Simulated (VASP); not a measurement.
# Cr (C2/c) in VASP: further runs

Runs on Cr. Level: LDA. Tasks: single point.

All numbers are computed with VASP 6.6.1; they aren't measurements. Logs are shortened: lines on timing, memory, paths and dates and some standing lists are left out, and cuts for length are marked.

## (1) The cell of the first run

The typed cell holds 2 atoms: a = 3.991 Å, b = 3.991 Å, c = 2.599 Å, α = 97.11°, β = 97.11°, γ = 147.00°.

## (2) Single point, LDA (10.15 Å³/atom)

The input, INCAR:

```
PREC = Accurate
ENCUT = 500
EDIFF = 1E-6
ISMEAR = -1
SIGMA = 0.1
LREAL = F
LASPH = T
NELM = 120
ALGO = Normal
ISIF = 2
LWAVE = F
LCHARG = F
GGA = CA
NBANDS = 19
GGA_COMPAT = F
```

The input, KPOINTS:

```
Automatic mesh
0
Gamma
  17 17 15
```

The input, POSCAR:

```
Cr
1.0
   -2.7058352134      2.7063761572      1.1336417467
    2.7063761572     -2.7058352134      1.1336417467
    1.6538026396      1.6538026396     -1.1326510071
Cr
2
Direct
    0.0000206302      0.9999793698      1.0000000000
    0.7499793698      0.2500206302      0.5000000000
```

Potentials or basis: VASP PAW LDA potentials, release 64 (Cr_pv).

The run is started by

```console
> cat potpaw_LDA.64/Cr_pv/POTCAR > POTCAR
> mpirun -np 1 vasp_std > vasp.out
```

OUTCAR:

```text
PREC = Accurate
   ENCUT = 500
   EDIFF = 1E-6
   ISMEAR = -1
   LREAL = F
   LASPH = T
   NELM = 120
   ISIF = 2
   GGA = CA

 ion  position               nearest neighbor table
   1  0.000  1.000  0.000-   2 2.31   2 2.31   2 2.31   2 2.31   2 2.81   2 2.81   2 2.82   2 2.82

   2  0.750  0.250  0.500-   1 2.31   1 2.31   1 2.31   1 2.31   1 2.81   1 2.81   1 2.82   1 2.82

  LATTYP: Found a base centered monoclinic cell.
 ALAT       =     2.2672836225
 B/A-ratio  =     3.3758558686
 C/A-ratio  =     1.1461549026
 COS(beta)  =    -0.4355562323

  Lattice vectors:

 A1 = (  -2.7058352134,   2.7063761572,   1.1336417467)
 A2 = (   2.7063761572,  -2.7058352134,   1.1336417467)
 A3 = (   1.6538026396,   1.6538026396,  -1.1326510071)

Analysis of symmetry for initial positions (statically):
=====================================================================
 Subroutine PRICEL returns:
 Original cell was already a primitive cell.

 Routine SETGRP: Setting up the symmetry group for a
 base centered monoclinic supercell.

 Subroutine GETGRP returns: Found  4 space group operations
 (whereof  2 operations were pure point group operations)
 out of a pool of  4 trial point group operations.

The static configuration has the point symmetry C_2 .
 The point group associated with its full space group is C_2h.

Analysis of symmetry for dynamics (positions and initial velocities):
=====================================================================
 Subroutine PRICEL returns:
 Original cell was already a primitive cell.

 Routine SETGRP: Setting up the symmetry group for a
 base centered monoclinic supercell.

 Subroutine GETGRP returns: Found  4 space group operations
 (whereof  2 operations were pure point group operations)
 out of a pool of  4 trial point group operations.

The dynamic configuration has the point symmetry C_2 .
 The point group associated with its full space group is C_2h.

 Subroutine INISYM returns: Found  4 space group operations
 (whereof  2 operations are pure point group operations),
 and found     1 'primitive' translations

----------------------------------------------------------------------------------------

                                     Primitive cell

  volume of cell :      20.2972

  direct lattice vectors                    reciprocal lattice vectors
    -2.705835213  2.706376157  1.133641747     0.058626302  0.243393661  0.440984388
     2.706376157 -2.705835213  1.133641747     0.243393661  0.058626302  0.440984388
     1.653802640  1.653802640 -1.132651007     0.302284142  0.302284142 -0.000144242

  length of vectors
     3.991385689  3.991385689  2.598658239     0.507094417  0.507094417  0.427494358

  position of ions in fractional coordinates (direct lattice)
     0.000020630  0.999979370  1.000000000
     0.749979370  0.250020630  0.500000000

  ion indices of the primitive-cell ions
   primitive index   ion index
                 1           1
                 2           2

----------------------------------------------------------------------------------------

 KPOINTS: Automatic mesh

Automatic generation of k-mesh.
 Grid dimensions read from file:
 generate k-points for:   17   17   15

 Generating k-lattice:

  Cartesian coordinates                     Fractional coordinates (reciprocal lattice)
     0.003448606  0.014317274  0.025940258     0.058823529  0.000000000 -0.000000000
     0.014317274  0.003448606  0.025940258     0.000000000  0.058823529 -0.000000000
     0.020152276  0.020152276 -0.000009616     0.000000000  0.000000000  0.066666667

  Length of vectors
     0.029829083  0.029829083  0.028499624

  Shift w.r.t. Gamma in fractional coordinates (k-lattice)
     0.000000000  0.000000000  0.000000000

 Subroutine IBZKPT returns following result:
 ===========================================

 Found   1152 irreducible k-points:

 Following reciprocal coordinates:
            Coordinates               Weight
  0.000000  0.000000  0.000000      1.000000
  0.058824 -0.000000  0.000000      4.000000
  0.117647 -0.000000  0.000000      4.000000
  0.176471 -0.000000  0.000000      4.000000
  0.235294 -0.000000  0.000000      4.000000
  0.294118 -0.000000  0.000000      4.000000
[... 16 lines left out ...]
 -0.176471  0.058824 -0.000000      4.000000
 -0.117647  0.058824 -0.000000      4.000000
 [... further k-points ...]
   k-points           NKPTS =   1152   k-points in BZ     NKDIM =   1152   number of bands    NBANDS=     19
   number of dos      NEDOS =    301   number of ions     NIONS =      2
   total plane-waves  NPLWV =  18000
   dimension x,y,z NGX =    30 NGY =   30 NGZ =   20
   dimension x,y,z NGXF=    60 NGYF=   60 NGZF=   40
   ions per type =               2
   NGX,Y,Z   is equivalent  to a cutoff of  12.50, 12.50, 12.79 a.u.
   NGXF,Y,Z  is equivalent  to a cutoff of  24.99, 24.99, 25.59 a.u.
 SYSTEM =  unknown system
   PREC   = accura    normal or accurate (medium, high low for compatibility)
   ISTART =      0    job   : 0-new  1-cont  2-samecut
   ICHARG =      2    charge: 1-file 2-atom 10-const
   ISPIN  =      1    spin polarized calculation?
   LNONCOLLINEAR =      F non collinear calculations
   LSORBIT =      F    spin-orbit coupling
   LASPH  =      T    aspherical Exc in radial PAW
   ENCUT  =  500.0 eV  36.75 Ry    6.06 a.u.   7.28  7.28  4.74*2*pi/ulx,y,z
   NELM   =    120;   NELMIN=  2; NELMDL= -5     # of ELM steps
   EDIFF  = 0.1E-05   stopping-criterion for ELM
   LREAL  =      F    real-space projection
   EDIFFG = 0.1E-04   stopping-criterion for IOM
   NSW    =      0    number of steps for IOM
   IBRION =     -1    ionic relax: 0-MD 1-quasi-New 2-CG
   NFREE  =      0    steps in history (QN), initial steepest desc. (CG)
   ISIF   =      2    stress and relaxation
   ISYM   =      2    0-nonsym 1-usesym 2-fastsym
   POTIM  = 0.5000    time-step for ionic-motion
   TEBEG  =    0.0;   TEEND  =   0.0 temperature during run
   PSTRESS=    0.0 pullay stress
   NELECT =      24.0000    total number of electrons
   NUPDOWN=      -1.0000    fix difference up-down
   EMIN   =  10.00;   EMAX   =-10.00  energy-range for DOS
   EFERMI =   0.00;   METHOD = LEGACY
   ISMEAR =    -1;   SIGMA  =   0.10  broadening in eV -4-tet -1-fermi 0-gaus
   EFERMI_NEDOS =   21; number of points for ismear=-14 and -15
   IALGO  =     38    algorithm
   IMIX   =      4    mixing-type and parameters
     AMIX     =   0.40;   BMIX     =  1.00
     AMIX_MAG =   1.60;   BMIX_MAG =  1.00
  volume/ion in A,a.u.               =      10.15        68.49
  Fermi-wavevector in a.u.,A,eV,Ry     =   1.731145  3.271390 40.774808  2.996864
  Thomas-Fermi vector in A             =   2.805567
   LORBIT       =      0    0 simple, 1 ext, 2 COOP (PROOUT), +10 PAW based schemes
   GGA     = CA    functional components
   LHFCALC =     F    Hartree Fock is set to
   AEXX    =    0.0000 exact exchange contribution
   IVDW    =     0    specifies the selected vdW correction
   LEPSILON=     F    determine dielectric tensor
   LRPA    =     F    only Hartree local field effects (RPA)
 non-spin polarized calculation
  energy-cutoff  :      500.00
  volume of cell :       20.30
 maximum number of plane-waves:       528
 NGX is ok and might be reduce to    30
   NGX = 15   NGY = 15   NGZ =  9

 number of electron      23.9999998 magnetization

 Free energy of the ion-electron system (eV)
  ---------------------------------------------------
  ext. energy  EPLUGINS =         0.00000000
  ---------------------------------------------------
  free energy    TOTEN  =       -20.74241796 eV

  energy without entropy =      -20.68912075  energy(sigma->0) =      -20.71576936

 E-fermi :  12.6238     XC(G=0): -14.7523

 val. band max:       12.6235932558   @ k =  -0.2353  -0.2941   0.2000
 cond. band min:      12.6238476625   @ k =   0.2941   0.1765   0.4000
 fundamental gap:      0.0002544067
 Fermi energy:        12.6237699058

 k-point     1 :       0.0000    0.0000    0.0000
  band No.  band energies     occupation
      1     -30.7688      2.00000
      2     -29.8084      2.00000
      3     -29.3994      2.00000
      4     -29.2285      2.00000
      5     -29.2216      2.00000
      6     -29.1619      2.00000
[... 11 lines left out ...]
     18      15.8618      0.00000
     19      18.3538      0.00000

 k-point     2 :       0.0588   -0.0000    0.0000
  band No.  band energies     occupation
      1     -30.7505      2.00000
      2     -29.8125      2.00000
      3     -29.4093      2.00000
      4     -29.2755      2.00000
      5     -29.2720      2.00000
      6     -29.1640      2.00000
[... 11 lines left out ...]
     18      16.2385      0.00000
     19      18.3541      0.00000

 k-point     3 :       0.1176   -0.0000    0.0000
  band No.  band energies     occupation
      1     -30.6982      2.00000
      2     -29.8250      2.00000
      3     -29.4676      2.00000
      4     -29.4073      2.00000
      5     -29.3812      2.00000
      6     -29.1744      2.00000
[... 11 lines left out ...]
     18      17.4058      0.00000
     19      18.3542      0.00000

 k-point     4 :       0.1765   -0.0000    0.0000
  band No.  band energies     occupation
      1     -30.6197      2.00000
      2     -29.8515      2.00000
      3     -29.6584      2.00000
      4     -29.5985      2.00000
      5     -29.4360      2.00000
      6     -29.1919      2.00000
[... 407 lines left out ...]
     18      18.1070      0.00000
     19      18.3561      0.00000

 k-point    23 :      -0.1765    0.0588   -0.0000
  band No.  band energies     occupation
      1     -30.6630      2.00000
      2     -29.8176      2.00000
      3     -29.4924      2.00000
      4     -29.4067      2.00000
      5     -29.3694      2.00000
      6     -29.2089      2.00000
[... 11 lines left out ...]
     18      17.1074      0.00000
     19      18.3542      0.00000

 k-point    24 :      -0.1176    0.0588   -0.0000
  band No.  band energies     occupation
      1     -30.7253      2.00000
      2     -29.8070      2.00000
      3     -29.4229      2.00000
      4     -29.2722      2.00000
      5     -29.2695      2.00000
      6     -29.1901      2.00000
[... 11 lines left out ...]
     18      16.1241      0.00000
     19      18.3542      0.00000

 [... further k-points ...]

------------------------ aborting loop because EDIFF is reached ----------------------------------------

  FORCE on cell =-STRESS in cart. coord.  units (eV):
  Direction    XX          YY          ZZ          XY          YZ          ZX
  --------------------------------------------------------------------------------------
  -------------------------------------------------------------------------------------
  Total        3.5992349      3.5992349      3.5969033     -0.0948608     -0.0055781     -0.0055781
  in kB      284.1093688    284.1093688    283.9253240     -7.4879334     -0.4403168     -0.4403129
  external PRESSURE =     284.0480205 kB  Pullay stress =       0.0000000 kB

 VOLUME and BASIS-vectors are now :
 -----------------------------------------------------------------------------
  energy-cutoff  :      500.00
  volume of cell :       20.30
      direct lattice vectors                 reciprocal lattice vectors
    -2.705835213  2.706376157  1.133641747     0.058626302  0.243393661  0.440984388
     2.706376157 -2.705835213  1.133641747     0.243393661  0.058626302  0.440984388
     1.653802640  1.653802640 -1.132651007     0.302284142  0.302284142 -0.000144242

 POSITION                                       TOTAL-FORCE (eV/Angst)
 -----------------------------------------------------------------------------------
      2.70626     -2.70572      1.13364         0.001084     -0.001084      0.000000
     -0.52577      2.18011      0.56732        -0.001084      0.001084     -0.000000
 -----------------------------------------------------------------------------------
    total drift:                               -0.000000     -0.000000      0.000000

  FREE ENERGIE OF THE ION-ELECTRON SYSTEM (eV)
  ---------------------------------------------------
  free  energy   TOTEN  =       -20.7424179587 eV

  energy  without entropy=      -20.6891207515  energy(sigma->0) =      -20.71576936
```

Run time: 13 min. Hardware: 1 thread of Intel Xeon 8259CL, shared host; peak memory 0.42 GiB.

Results:

```yaml
Free_energy: -20.7424 eV
Pressure: 28.4 GPa
Band_gap_on_the_k_mesh: zero (bands 12 and 13 overlap by 1.39 eV)
```

Caveat: the cell stands under pressure; the run has no spin polarisation, though such a crystal can be magnetic.

## (3) Single point, LDA (10.59 Å³/atom)

This run uses another cell than the first one, of 10.59 Å³/atom.

The input, INCAR:

```
PREC = Accurate
ENCUT = 500
EDIFF = 1E-6
ISMEAR = -1
SIGMA = 0.1
LREAL = False
LASPH = True
NELM = 120
ALGO = Normal
ISIF = 2
LWAVE = False
LCHARG = False
GGA = CA
NBANDS = 19
GGA_COMPAT = False
```

The input, KPOINTS:

```
regular mesh
0
Gamma
  17 17 15
```

The input, POSCAR:

```
Cr
1.0
   -2.7444952253      2.7450438979      1.1498388171
    2.7450438979     -2.7444952253      1.1498388171
    1.6774315840      1.6774315840     -1.1488339221
Cr
2
Direct
    0.0000206302      0.9999793698      1.0000000000
    0.7499793698      0.2500206302      0.5000000000
```

Potentials or basis: VASP PAW LDA potentials, release 64 (Cr_pv).

The run is started by

```console
> cat potpaw_LDA.64/Cr_pv/POTCAR > POTCAR
> mpirun -np 1 vasp_std > vasp.out
```

Run time: 12 min. Hardware: 1 thread of Intel Xeon 8259CL, shared host; peak memory 0.44 GiB.

The run converged. Its results:

```yaml
Free_energy: -20.8553 eV
Pressure: 12.7 GPa
Band_gap_on_the_k_mesh: zero (bands 12 and 13 overlap by 1.23 eV)
```

Stress tensor (GPa, compression positive):
```
12.67 -0.42 -0.04
-0.42 12.67 -0.04
-0.04 -0.04 12.83
```

Levels at points of the mesh, in eV from the Fermi level:
```tsv
k point	band 10	band 11	band 12	band 13	band 14	band 15
(0.00, 0.00, 0.00)	-1.79	-0.93	0.42	0.81	0.82	1.71
```

Caveat: the cell stands under pressure; the run has no spin polarisation, though such a crystal can be magnetic. Spin polarisation is off, so any magnetic state and its effect on volume and gap are missing.
